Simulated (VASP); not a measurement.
MoS2 (MoS2 (P6_3/mmc)), 6 atoms in the cell. The structure is hexagonal, space group P6_3/mmc (No. 194). Conventional cell: a = 3.122 Å, b = 3.122 Å, c = 12.083 Å, α = 90.00°, β = 90.00°, γ = 120.00°. Mo (site symmetry -6m2) has 6 S at 2.38 Å within 3.1 Å. S (site symmetry 3m) has 3 Mo at 2.38 Å within 3.1 Å. 

- Program: VASP 6.6.1
- Task: single point
- Functional: LDA
- Potentials or basis: VASP PAW LDA potentials, release 64 (Mo_sv, S)
- Cutoff: 520 eV
- k mesh: 10 × 10 × 2
- Occupations: gaussian, width 0.01 eV
- Spin: no spin polarisation
- Dipole correction: no
- Further INCAR settings: ALGO = Normal; EDIFF = 1e-07; NBANDS = 35

Potentials or basis: VASP PAW LDA potentials, release 64 (Mo_sv, S).

Run with:

```sh
$ cat potpaw_LDA.64/Mo_sv/POTCAR potpaw_LDA.64/S/POTCAR > POTCAR
$ mpirun -np 1 vasp_std > vasp.out
```

Hardware: 1 thread of Intel(R) Xeon(R) Platinum 8488C (Sapphire Rapids) (shared host).

Task: Estimate the wall time of this run.

Result: Wall time 61 s on 1 thread of Intel(R) Xeon(R) Platinum 8488C (Sapphire Rapids), with other jobs on the host, peak memory 0.22 GiB. Counts: scf iterations 15, k points 28.
